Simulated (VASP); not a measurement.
# Ca (I4/mmm) in VASP: a series of runs, part 2 of 2

VASP 6.6.1.

## Step 3: Single point, PBEsol (strain +0.0250 x Voigt [1, 0, 0, 0, 0, 0])

Input file INCAR:

```
SYSTEM = Ca
PREC = Accurate
ENCUT = 520
EDIFF = 1E-7
ISMEAR = 0
SIGMA = 0.15
LREAL = .FALSE.
LASPH = .TRUE.
NELM = 60
ALGO = Normal
ISIF = 2
LWAVE = .FALSE.
LCHARG = .FALSE.
GGA = PS
NBANDS = 11
```

Input file KPOINTS:

```
Automatic mesh
0
G
  14 14 14
  0 0 0
```

Input file POSCAR:

```
Ca
1.0
    0.0000000000      2.7942000000      2.7942000000
    2.8640550000      0.0000000000      2.7942000000
    2.8640550000      2.7942000000      0.0000000000
Ca
1
Direct
    0.0000000000      0.0000000000      0.0000000000
```

Potentials or basis: VASP PAW PBE potentials, release 64 (Ca_sv).

Run with:

```
$ cat potpaw_PBE.64/Ca_sv/POTCAR > POTCAR
$ mpirun -np 1 vasp_std > vasp.out
```

OUTCAR:

```text
SYSTEM = Ca
   PREC = Accurate
   ENCUT = 520
   EDIFF = 1E-7
   ISMEAR = 0
   LREAL = .FALSE.
   LASPH = .TRUE.
   NELM = 60
   ISIF = 2
   GGA = PS

 ion  position               nearest neighbor table
   1  0.000  0.000  0.000-

  LATTYP: Found a body centered tetragonal cell.
 ALAT       =     3.9515955360
 C/A-ratio  =     1.4495689014

  Lattice vectors:

 A1 = (   2.8640550000,   0.0000000000,   2.7942000000)
 A2 = (   2.8640550000,   0.0000000000,  -2.7942000000)
 A3 = (  -2.8640550000,   2.7942000000,   0.0000000000)
[... 518 lines left out ...]

 [... further k-points ...]

------------------------ aborting loop because EDIFF is reached ----------------------------------------

  FORCE on cell =-STRESS in cart. coord.  units (eV):
  Direction    XX          YY          ZZ          XY          YZ          ZX
  --------------------------------------------------------------------------------------
  -------------------------------------------------------------------------------------
  Total       -0.4544434     -0.3958459     -0.3958459     -0.0000000      0.0000000      0.0000000
  in kB      -16.2803622    -14.1811145    -14.1811145     -0.0000000      0.0000000      0.0000000
  external PRESSURE =     -14.8808637 kB  Pullay stress =       0.0000000 kB

 VOLUME and BASIS-vectors are now :
 -----------------------------------------------------------------------------
  energy-cutoff  :      520.00
  volume of cell :       44.72
      direct lattice vectors                 reciprocal lattice vectors
     0.000000000  2.794200000  2.794200000    -0.174577653  0.178942094  0.178942094
     2.864055000  0.000000000  2.794200000     0.174577653 -0.178942094  0.178942094
     2.864055000  2.794200000  0.000000000     0.174577653  0.178942094 -0.178942094

 POSITION                                       TOTAL-FORCE (eV/Angst)
 -----------------------------------------------------------------------------------
      0.00000      0.00000      0.00000         0.000000      0.000000      0.000000
 -----------------------------------------------------------------------------------
    total drift:                               -0.000000     -0.000000      0.000000

  FREE ENERGIE OF THE ION-ELECTRON SYSTEM (eV)
  ---------------------------------------------------
  free  energy   TOTEN  =        -2.1214662480 eV

  energy  without entropy=       -2.1065676629  energy(sigma->0) =       -2.11401696
```

OSZICAR:

```text
N       E                     dE             d eps       ncg     rms          rms(c)
DAV:   1     0.654058971898E+02    0.65406E+02   -0.49510E+03  5368   0.812E+02
DAV:   2    -0.553083656045E+00   -0.65959E+02   -0.65382E+02  5920   0.206E+02
DAV:   3    -0.205204474002E+01   -0.14990E+01   -0.14796E+01  8165   0.302E+01
DAV:   4    -0.212544680557E+01   -0.73402E-01   -0.72712E-01  7070   0.510E+00
DAV:   5    -0.212678047641E+01   -0.13337E-02   -0.13335E-02  7725   0.595E-01    0.232E+00
DAV:   6    -0.212337284940E+01    0.34076E-02   -0.73159E-03  6564   0.101E+00    0.140E+00
DAV:   7    -0.212159903401E+01    0.17738E-02   -0.14029E-02  5678   0.145E+00    0.892E-02
DAV:   8    -0.212146051366E+01    0.13852E-03   -0.10147E-03  6738   0.271E-01    0.182E-02
DAV:   9    -0.212146603974E+01   -0.55261E-05   -0.75424E-05  7036   0.726E-02    0.526E-03
DAV:  10    -0.212146659849E+01   -0.55874E-06   -0.60166E-06  8109   0.216E-02    0.807E-04
DAV:  11    -0.212146615780E+01    0.44069E-06   -0.16768E-07  5386   0.433E-03    0.880E-04
DAV:  12    -0.212146626152E+01   -0.10372E-06   -0.34483E-08  3761   0.147E-03    0.187E-04
DAV:  13    -0.212146624805E+01    0.13473E-07   -0.87446E-09  3407   0.584E-04
   1 F= -.21214662E+01 E0= -.21140170E+01  d E =-.148986E-01
```

stdout:

```text
POSCAR found type information on POSCAR Ca
 POSCAR found :  1 types and       1 ions
 scaLAPACK will be used
 -----------------------------------------------------------------------------
|                                                                             |
|                                                                             |
|     You enforced a specific xc type in the INCAR file but a different       |
|     I HOPE YOU KNOW WHAT YOU ARE DOING!                                     |
|                                                                             |
 -----------------------------------------------------------------------------

 LDA part: xc-table for (Slater+PW92), standard interpolation
 POSCAR, INCAR and KPOINTS ok, starting setup
 FFT: planning ... GRIDC
 FFT: planning ... GRID_SOFT
 FFT: planning ... GRID
 WAVECAR not read
 entering main loop
```

It took 88 s on 1 thread of Intel Xeon Platinum 8488C (Sapphire Rapids), shared host; peak memory 0.26 GiB.

Results:

```yaml
Free_energy: -2.1215 eV
Pressure: -1.5 GPa
Band_gap_on_the_k_mesh: zero (bands 5 and 6 overlap by 0.39 eV)
```

Caveat: the cell differs from its parent crystal (strain +0.0250 x Voigt [1, 0, 0, 0, 0, 0]); the PAW data sets were made with another functional, which shifts forces and pressure a little.

## Step 4: Single point, PBEsol (strain +0.0500 x Voigt [1, 0, 0, 0, 0, 0])

Input file INCAR:

```
ALGO = Fast
EDIFF = 1E-6
ENCUT = 520
GGA = PS
ISIF = 2
ISMEAR = 0
LASPH = True
LCHARG = False
LREAL = False
LWAVE = False
NBANDS = 11
NELM = 80
PREC = Accurate
SIGMA = 0.15
```

Input file KPOINTS:

```
k-points
0
Gamma
  14 14 14
```

Input file POSCAR:

```
Ca
1.0
    0.0000000000      2.7942000000      2.7942000000
    2.9339100000      0.0000000000      2.7942000000
    2.9339100000      2.7942000000      0.0000000000
Ca
1
Direct
    0.0000000000      0.0000000000      0.0000000000
```

Run with:

```
$ cat potpaw_PBE.64/Ca_sv/POTCAR > POTCAR
$ mpirun -np 1 vasp_std > vasp.out
```

Run time: 2 min. Hardware: 1 thread of Intel Xeon Platinum 8488C (Sapphire Rapids), shared host; peak memory 0.25 GiB.

Results (log left out):

```yaml
Free_energy: -2.1090 eV
Pressure: -1.8 GPa
Band_gap_on_the_k_mesh: zero (bands 5 and 6 overlap by 0.43 eV)
```

Stress tensor (GPa, compression positive):
```
-2.09  0.00  0.00
 0.00 -1.63  0.00
 0.00  0.00 -1.63
```

Levels at points of the mesh, in eV from the Fermi level:
| k point | band 1 | band 2 | band 3 | band 4 | band 5 | band 6 | band 7 | band 8 | band 9 | band 10 |
| --- | --- | --- | --- | --- | --- | --- | --- | --- | --- | --- |
| (0.00, 0.00, 0.00) | -42.04 | -23.04 | -23.04 | -23.04 | -3.88 | 2.08 | 2.29 | 2.29 | 3.05 | 3.32 |
| (0.50, 0.00, 0.00) | -42.03 | -23.14 | -23.06 | -23.05 | -0.97 | -0.20 | 1.99 | 2.24 | 3.77 | 3.86 |
| (0.50, 0.50, 0.00) | -42.02 | -23.14 | -23.08 | -23.07 | -0.33 | 0.58 | 0.98 | 3.78 | 3.89 | 4.07 |
| (0.00, 0.50, 0.50) | -42.03 | -23.13 | -23.07 | -23.07 | -0.50 | 0.55 | 0.66 | 3.83 | 3.97 | 3.97 |

Caveat: the cell differs from its parent crystal (strain +0.0500 x Voigt [1, 0, 0, 0, 0, 0]); the PAW data sets were made with another functional, which shifts forces and pressure a little.

## Step 5: The runs side by side

| cell | gap on the mesh (eV) | pressure (GPa) |
| --- | --- | --- |
| a = 3.952, b = 3.903, c = 3.903 Å, angles 60.8, 59.6, 59.6°, 1 atom | none | -0.8 |
| a = 3.952, b = 4.001, c = 4.001 Å, angles 59.2, 60.4, 60.4°, 1 atom | none | -1.5 |
| a = 3.952, b = 4.052, c = 4.052 Å, angles 58.4, 60.8, 60.8°, 1 atom | none | -1.8 |

Alike in all rows: task single point; level PBEsol; potentials or basis VASP PAW PBE potentials, release 64 (Ca_sv); no spin polarisation; k mesh 14 × 14 × 14; cutoff (eV) 520; smearing gaussian 0.15 eV.

Caveats: the PAW data sets were made with another functional, which shifts forces and pressure a little.

Absolute energies hang on the potentials; compare differences alone.
